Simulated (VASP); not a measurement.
# C (Fd-3m) in VASP: further runs

The runs below take C through G0W0 quasiparticle levels, with PBE.

Everything below comes from runs of VASP 6.6.1. Logs are shortened: lines on timing, memory, paths and dates and some standing lists are left out, and cuts for length are marked.

## 1. The cell of the first run

Symmetry: Fd-3m, No. 227, cubic system. The conventional cell has a = 3.567 Å, b = 3.567 Å, c = 3.567 Å, α = 90.00°, β = 90.00°, γ = 90.00°. Within 2.1 Å of C (site symmetry -43m) lie 4 C at 1.54 Å.

## 2. G0W0 quasiparticle levels, PBE

POSCAR reads:

```
C
1.0
    0.0000000000      1.7835000000      1.7835000000
    1.7835000000      0.0000000000      1.7835000000
    1.7835000000      1.7835000000      0.0000000000
C
2
Direct
    0.0000000000      0.0000000000      0.0000000000
    0.2500000000      0.2500000000      0.2500000000
```

INCAR.step1 reads:

```
SYSTEM = C
ALGO     = Normal         ! electronic algorithm
EDIFF    = 1E-8           ! SCF threshold, eV
ENCUT    = 500            ! plane-wave cutoff, eV
GGA      = PE             ! functional
ISMEAR   = 0              ! smearing method
LASPH    = .TRUE.         ! aspherical terms in the spheres
LCHARG   = .FALSE.        ! write CHGCAR
LREAL    = .FALSE.        ! projectors in reciprocal space
LWAVE    = .TRUE.         ! write WAVECAR
NELM     = 80             ! most SCF steps
PREC     = Accurate       ! precision mode
SIGMA    = 0.01           ! smearing width, eV
```

INCAR.step2 reads:

```
SYSTEM = C
ALGO     = Exact          ! electronic algorithm
EDIFF    = 1E-8           ! SCF threshold, eV
ENCUT    = 500            ! plane-wave cutoff, eV
GGA      = PE             ! functional
ISMEAR   = 0              ! smearing method
ISTART   = 1            
LASPH    = .TRUE.         ! aspherical terms in the spheres
LCHARG   = .FALSE.        ! write CHGCAR
LOPTICS  = .TRUE.         ! frequency-dependent dielectric function
LREAL    = .FALSE.        ! projectors in reciprocal space
LWAVE    = .TRUE.         ! write WAVECAR
NBANDS   = 57             ! bands
NELM     = 1              ! most SCF steps
PREC     = Accurate       ! precision mode
SIGMA    = 0.01           ! smearing width, eV
```

INCAR.step3 reads:

```
SYSTEM = C
ALGO     = EVGW0          ! electronic algorithm
EDIFF    = 1E-8           ! SCF threshold, eV
ENCUT    = 500            ! plane-wave cutoff, eV
ENCUTGW  = 113.3          ! cutoff of the response function
GGA      = PE             ! functional
ISMEAR   = 0              ! smearing method
ISTART   = 1            
LASPH    = .TRUE.         ! aspherical terms in the spheres
LCHARG   = .FALSE.        ! write CHGCAR
LREAL    = .FALSE.        ! projectors in reciprocal space
LWAVE    = .FALSE.        ! write WAVECAR
NBANDS   = 57             ! bands
NBANDSGW = 12           
NELMGW   = 1            
NOMEGA   = 48             ! frequency points
PREC     = Accurate       ! precision mode
PRECFOCK = Fast         
SIGMA    = 0.01           ! smearing width, eV
```

KPOINTS reads:

```
k-points
0
G
  2 2 2
  0 0 0
```

Potentials or basis: VASP PAW PBE potentials, release 64 (C_GW).

The run is started by

```
> cat potpaw_PBE.64/C_GW/POTCAR > POTCAR
> cp INCAR.step1 INCAR
> mpirun -np 1 vasp_std > vasp.out
> cp INCAR.step2 INCAR
> mpirun -np 1 vasp_std > vasp.out
> cp INCAR.step3 INCAR
> mpirun -np 1 vasp_std > vasp.out
```

OUTCAR:

```text
SYSTEM = C
   EDIFF = 1E-8
   ENCUT = 500
   ENCUTGW = 113.3
   GGA = PE
   ISMEAR = 0
   ISTART = 1
   LASPH = .TRUE.
   LREAL = .FALSE.
   NELMGW = 1
   PREC = Accurate
   PRECFOCK = Fast

 ion  position               nearest neighbor table
   1  0.000  0.000  0.000-   2 1.54   2 1.54   2 1.54   2 1.54
   2  0.250  0.250  0.250-   1 1.54   1 1.54   1 1.54   1 1.54

  LATTYP: Found a face centered cubic cell.
 ALAT       =     3.5670000000

  Lattice vectors:

 A1 = (   0.0000000000,   1.7835000000,   1.7835000000)
 A2 = (   1.7835000000,   0.0000000000,   1.7835000000)
 A3 = (   1.7835000000,   1.7835000000,   0.0000000000)

Analysis of symmetry for initial positions (statically):
=====================================================================
 Subroutine PRICEL returns:
 Original cell was already a primitive cell.

 Routine SETGRP: Setting up the symmetry group for a
 face centered cubic supercell.

 Subroutine GETGRP returns: Found 48 space group operations
 (whereof 24 operations were pure point group operations)
 out of a pool of 48 trial point group operations.

The static configuration has the point symmetry T_d .
 The point group associated with its full space group is O_h .

Analysis of symmetry for dynamics (positions and initial velocities):
=====================================================================
 Subroutine PRICEL returns:
 Original cell was already a primitive cell.

 Routine SETGRP: Setting up the symmetry group for a
 face centered cubic supercell.

 Subroutine GETGRP returns: Found 48 space group operations
 (whereof 24 operations were pure point group operations)
 out of a pool of 48 trial point group operations.

The dynamic configuration has the point symmetry T_d .
 The point group associated with its full space group is O_h .

 Subroutine INISYM returns: Found 48 space group operations
 (whereof 24 operations are pure point group operations),
 and found     1 'primitive' translations

----------------------------------------------------------------------------------------

                                     Primitive cell

  volume of cell :      11.3462

  direct lattice vectors                    reciprocal lattice vectors
     0.000000000  1.783500000  1.783500000    -0.280347631  0.280347631  0.280347631
     1.783500000  0.000000000  1.783500000     0.280347631 -0.280347631  0.280347631
     1.783500000  1.783500000  0.000000000     0.280347631  0.280347631 -0.280347631

  length of vectors
     2.522249888  2.522249888  2.522249888     0.485576341  0.485576341  0.485576341

  position of ions in fractional coordinates (direct lattice)
     0.000000000  0.000000000  0.000000000
     0.250000000  0.250000000  0.250000000

  ion indices of the primitive-cell ions
   primitive index   ion index
                 1           1
                 2           2

----------------------------------------------------------------------------------------

 KPOINTS: k-points

Automatic generation of k-mesh.
 Grid dimensions read from file:
 generate k-points for:    2    2    2

 Generating k-lattice:

  Cartesian coordinates                     Fractional coordinates (reciprocal lattice)
    -0.140173816  0.140173816  0.140173816     0.500000000  0.000000000  0.000000000
     0.140173816 -0.140173816  0.140173816     0.000000000  0.500000000  0.000000000
     0.140173816  0.140173816 -0.140173816     0.000000000  0.000000000  0.500000000

  Length of vectors
     0.242788170  0.242788170  0.242788170

  Shift w.r.t. Gamma in fractional coordinates (k-lattice)
     0.000000000  0.000000000  0.000000000

 Subroutine IBZKPT returns following result:
 ===========================================

 Found      3 irreducible k-points:

 Following reciprocal coordinates:
            Coordinates               Weight
  0.000000  0.000000  0.000000      1.000000
  0.500000  0.000000  0.000000      4.000000
  0.500000  0.500000  0.000000      3.000000
   k-points           NKPTS =      3   k-points in BZ     NKDIM =      8   number of bands    NBANDS=     57
   number of dos      NEDOS =    301   number of ions     NIONS =      2
   total plane-waves  NPLWV =   5832
   dimension x,y,z NGX =    18 NGY =   18 NGZ =   18
   dimension x,y,z NGXF=    36 NGYF=   36 NGZF=   36
   ions per type =               2
   NGX,Y,Z   is equivalent  to a cutoff of  11.86, 11.86, 11.86 a.u.
   NGXF,Y,Z  is equivalent  to a cutoff of  23.73, 23.73, 23.73 a.u.
 SYSTEM =  C
   PREC   = accura    normal or accurate (medium, high low for compatibility)
   ISTART =      1    job   : 0-new  1-cont  2-samecut
   ICHARG =      0    charge: 1-file 2-atom 10-const
   ISPIN  =      1    spin polarized calculation?
   LNONCOLLINEAR =      F non collinear calculations
   LSORBIT =      F    spin-orbit coupling
   LASPH  =      T    aspherical Exc in radial PAW
   ENCUT  =  500.0 eV  36.75 Ry    6.06 a.u.   4.60  4.60  4.60*2*pi/ulx,y,z
   NELM   =     60;   NELMIN=  2; NELMDL=  0     # of ELM steps
   EDIFF  = 0.1E-07   stopping-criterion for ELM
   LREAL  =      F    real-space projection
   EDIFFG = 0.1E-06   stopping-criterion for IOM
   NSW    =      0    number of steps for IOM
   IBRION =     -1    ionic relax: 0-MD 1-quasi-New 2-CG
   NFREE  =      0    steps in history (QN), initial steepest desc. (CG)
   ISIF   =      0    stress and relaxation
   ISYM   =      3    0-nonsym 1-usesym 2-fastsym
   POTIM  = 0.5000    time-step for ionic-motion
   TEBEG  =    0.0;   TEEND  =   0.0 temperature during run
   PSTRESS=    0.0 pullay stress
   NELECT =       8.0000    total number of electrons
   NUPDOWN=      -1.0000    fix difference up-down
   EMIN   =  10.00;   EMAX   =-10.00  energy-range for DOS
   EFERMI =   0.00;   METHOD = LEGACY
   ISMEAR =     0;   SIGMA  =   0.01  broadening in eV -4-tet -1-fermi 0-gaus
   EFERMI_NEDOS =   21; number of points for ismear=-14 and -15
   IALGO  =     38    algorithm
   IMIX   =      4    mixing-type and parameters
     AMIX     =   0.40;   BMIX     =  1.00
     AMIX_MAG =   1.60;   BMIX_MAG =  1.00
  volume/ion in A,a.u.               =       5.67        38.28
  Fermi-wavevector in a.u.,A,eV,Ry     =   1.457097  2.753514 28.886949  2.123131
  Thomas-Fermi vector in A             =   2.573938
   LORBIT       =      0    0 simple, 1 ext, 2 COOP (PROOUT), +10 PAW based schemes
   GGA     = PE    functional components
   LHFCALC =     T    Hartree Fock is set to
   PRECFOCK=fast      Normal, Fast or Accurate (Low or Medium for compatibility)
   ENCUT4O =  -1.0   cutoff for four orbital integrals eV
   NKREDX  =     1    reduce k-point grid by
   NKREDY  =     1    reduce k-point grid by
   NKREDZ  =     1    reduce k-point grid by
   AEXX    =    1.0000 exact exchange contribution
   HFSCREEN=    0.0000 screening length (either q_TF or 0.3 A-1)
   HFSCREENC=   0.0000 screening length for correlation (either q_TF or 0.3 A-1)
   ENCUTFOCK=  -1.0 apply spherical cutoff to Coloumb kernel
   IVDW    =     0    specifies the selected vdW correction
   LEPSILON=     F    determine dielectric tensor
   LRPA    =     F    only Hartree local field effects (RPA)
   LRPAFORCE           =     F    calculate RPA forces
   ENCUTGW             = 113.3    cutoff for response function in eV
   ENCUTGWSOFT         =  90.6    soft cutoff for Coulomb kernel in GW response function in eV
   ENCUTLF             =  -1.0    cutoff for local field effects
   NELMGW              =     1    number of iterations in solving QP/BSE equation
   NELMHF              =     1    number of iterations in the inner HF iteration
   NKREDLFX            =     1    NKREDLFY  =   1   NKREDLFZ  =   1
 non-spin polarized calculation
 Gauss-broadening in eV      SIGMA  =   0.01
  energy-cutoff  :      500.00
  volume of cell :       11.35
 maximum number of plane-waves:       302
  NGX = 12; NGY = 12; NGZ = 12
   NGX =  9   NGY =  9   NGZ =  9
 maximum number of plane-waves:        34
 NGX is ok and might be reduce to    10

 QP shifts <psi_nk| G(iteration)W_0 |psi_nk>: iteration 1
 for sc-GW calculations column KS-energies equals QP-energies in previous step
 and V_xc(KS)=  KS-energies - (<T + V_ion + V_H > + <T+V_H+V_ion>^1  + <V_x>^1)

 k-point   1 :       0.0000    0.0000    0.0000
  band No.  KS-energies  QP-energies   sigma(KS)   V_xc(KS)     V^pw_x(r,r')   Z            occupation Imag(sigma)

      1     -11.4776     -13.0777     -16.8003     -14.6954     -25.1098       0.7602       2.0000       1.6378
      2      10.1498       9.7635     -17.3435     -16.8717     -21.2529       0.8189       2.0000       0.1546
      3      10.1498       9.7635     -17.3435     -16.8717     -21.2529       0.8189       2.0000       0.1546
      4      10.1498       9.7635     -17.3435     -16.8717     -21.2529       0.8189       2.0000       0.1546
      5      15.6456      16.5982     -14.2943     -15.4727      -8.0420       0.8084       0.0000      -0.1993
      6      15.6456      16.5982     -14.2943     -15.4727      -8.0420       0.8084       0.0000      -0.1993
      7      15.6456      16.5982     -14.2943     -15.4727      -8.0420       0.8084       0.0000      -0.1993
      8      23.4634      24.3004     -15.2269     -16.3300      -7.0290       0.7588       0.0000      -0.4932
      9      29.2469      29.0904     -11.7880     -11.5901      -4.0328       0.7914       0.0000      -0.5863
     10      36.4085      37.1205     -12.9198     -13.8003      -5.5976       0.8087       0.0000      -0.4531
     11      36.4085      37.1205     -12.9198     -13.8003      -5.5976       0.8087       0.0000      -0.4531
     12      37.3600      37.4218     -11.1554     -11.2309      -2.9701       0.8179       0.0000      -1.0436

 k-point   2 :       0.5000    0.0000    0.0000
  band No.  KS-energies  QP-energies   sigma(KS)   V_xc(KS)     V^pw_x(r,r')   Z            occupation Imag(sigma)

      1      -5.6559      -7.2846     -17.4192     -15.6342     -24.3765       0.9124       2.0000       1.1616
      2      -3.3771      -4.3919     -15.7450     -14.4858     -21.6326       0.8059       2.0000       0.6135
      3       7.3167       6.8416     -17.0500     -16.4629     -21.2830       0.8093       2.0000       0.1806
      4       7.3167       6.8416     -17.0500     -16.4629     -21.2830       0.8093       2.0000       0.1806
      5      18.4938      19.3880     -13.9374     -15.0500      -7.3313       0.8038       0.0000      -0.2258
      6      18.4938      19.3880     -13.9374     -15.0500      -7.3313       0.8038       0.0000      -0.2258
      7      18.9220      19.5684     -14.7758     -15.5954      -7.9394       0.7887       0.0000      -0.2352
      8      25.7323      26.3598     -12.8275     -13.6254      -4.9678       0.7864       0.0000      -0.4641
      9      31.9646      32.6219     -12.9107     -13.7286      -4.8036       0.8037       0.0000      -0.6663
     10      34.2347      34.9910     -13.1091     -14.0780      -4.5478       0.7806       0.0000      -0.8392
     11      35.9007      36.6550     -12.7192     -13.6624      -4.6318       0.7998       0.0000      -0.7689
     12      35.9007      36.6550     -12.7192     -13.6624      -4.6318       0.7998       0.0000      -0.7689

 k-point   3 :       0.5000    0.5000    0.0000
  band No.  KS-energies  QP-energies   sigma(KS)   V_xc(KS)     V^pw_x(r,r')   Z            occupation Imag(sigma)

      1      -2.7201      -3.8834     -16.9567     -15.5207     -23.1138       0.8102       2.0000       0.6969
      2      -2.7201      -3.8834     -16.9567     -15.5207     -23.1138       0.8102       2.0000       0.6969
      3       3.7678       3.1291     -16.5575     -15.7593     -21.2582       0.8001       2.0000       0.2265
      4       3.7678       3.1291     -16.5575     -15.7593     -21.2582       0.8001       2.0000       0.2265
      5      14.7103      14.9286     -13.0699     -13.3365      -6.8475       0.8186       0.0000      -0.1866
      6      14.7103      14.9286     -13.0699     -13.3365      -6.8475       0.8186       0.0000      -0.1866
      7      27.0104      28.6719     -15.0645     -17.0435      -6.8219       0.8395       0.0000      -0.6864
      8      27.0104      28.6719     -15.0645     -17.0435      -6.8219       0.8395       0.0000      -0.6864
      9      33.3666      34.4377     -13.8372     -15.1800      -5.2072       0.7977       0.0000      -0.7839
     10      33.3666      34.4377     -13.8372     -15.1800      -5.2072       0.7977       0.0000      -0.7839
     11      42.3069      42.9980     -12.2558     -13.0865      -4.5151       0.8320       0.0000      -0.8235
     12      42.3069      42.9980     -12.2558     -13.0865      -4.5151       0.8320       0.0000      -0.8235
```

Run time: 6.1 s. Hardware: 1 thread of AMD EPYC 9R45 (Zen 5), shared host; peak memory 0.08 GiB.

What came out:

| Item | Value |
| --- | --- |
| Band gap on the k mesh, mean-field level | 4.56 eV, indirect (least direct gap 5.50 eV) |
| Quasiparticle gap | 5.17 eV |
| Least direct quasiparticle gap | 6.83 eV |

Levels at points of the mesh, in eV from the valence-band top:
| k point | band 1 | band 2 | band 3 | band 4 | band 5 | band 6 | band 7 | band 8 |
| --- | --- | --- | --- | --- | --- | --- | --- | --- |
| (0.00, 0.00, 0.00) | -21.63 | 0.00 | 0.00 | 0.00 | 5.50 | 5.50 | 5.50 | 13.31 |
| (0.50, 0.00, 0.00) | -15.81 | -13.53 | -2.83 | -2.83 | 8.34 | 8.34 | 8.77 | 15.58 |
| (0.50, 0.50, 0.00) | -12.87 | -12.87 | -6.38 | -6.38 | 4.56 | 4.56 | 16.86 | 16.86 |

Caveat: the k points lie up to 1.53 Å⁻¹ apart; bands, screening cutoff and mesh are small and nothing is extrapolated, so the quasiparticle values aren't converged.

[end of part 1 of 2]
